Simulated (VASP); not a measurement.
The system is AlNi.

```
Ni Al
1.0
     2.88100    0.00000    0.00000
     0.00000    2.88100    0.00000
     0.00000    0.00000    2.88100
Ni Al
1 1
Direct
  0.50000 0.50000 0.50000
  0.00000 0.00000 0.00000
```

Base run:

* Program: VASP 6.6.1
* Functional: PBE
* Potentials or basis: VASP PAW PBE potentials, release 64 (Ni, Al)
* Cutoff: 520 eV
* k mesh: 8 × 8 × 8
* Occupations: fermi-dirac, width 0.05 eV
* Spin: collinear spin, ferromagnetic start
* Starting moments: [1.0, 0.0] μB

Its results: pressure 2.2 GPa.

Problem. The run is repeated on the same cell with these changes: functional from PBE to PBEsol; fixed moment from none to 1 μB. What comes out?

Solution. Pressure 0.7 GPa; site moments Ni +0.74; Al +0.06 μB.

Caveats: the PAW data sets were made with another functional, which shifts forces and pressure a little (at least some runs); the total moment is fixed, so each spin has its own Fermi level (at least some runs).
